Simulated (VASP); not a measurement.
Input of a VASP 6.6.1 run:

Contents of INCAR:

```
  ALGO = Normal
  EDIFF = 1E-6
  ENCUT = 520
  GGA = PE
  ISIF = 2
  ISMEAR = 0
  LASPH = T
  LCHARG = F
  LREAL = F
  LWAVE = F
  NBANDS = 10
  NELM = 100
  PREC = Accurate
  SIGMA = 0.1
```

File KPOINTS:

```
k-points
0
Gamma
  4 4 4
```

The input POSCAR:

```
Cs
1.0
    0.0000000000      3.9483357400      3.9483357400
    3.9483357400      0.0000000000      3.9483357400
    3.9483357400      3.9483357400      0.0000000000
Cs
1
Direct
    0.0000000000      0.0000000000      0.0000000000
```

Potentials or basis: VASP PAW PBE potentials, release 64 (Cs_sv).

Run with:

```bash
$ cat potpaw_PBE.64/Cs_sv/POTCAR > POTCAR
$ mpirun -np 1 vasp_std > vasp.out
```

Question: Estimate the pressure.

Answer: -0.1 GPa.
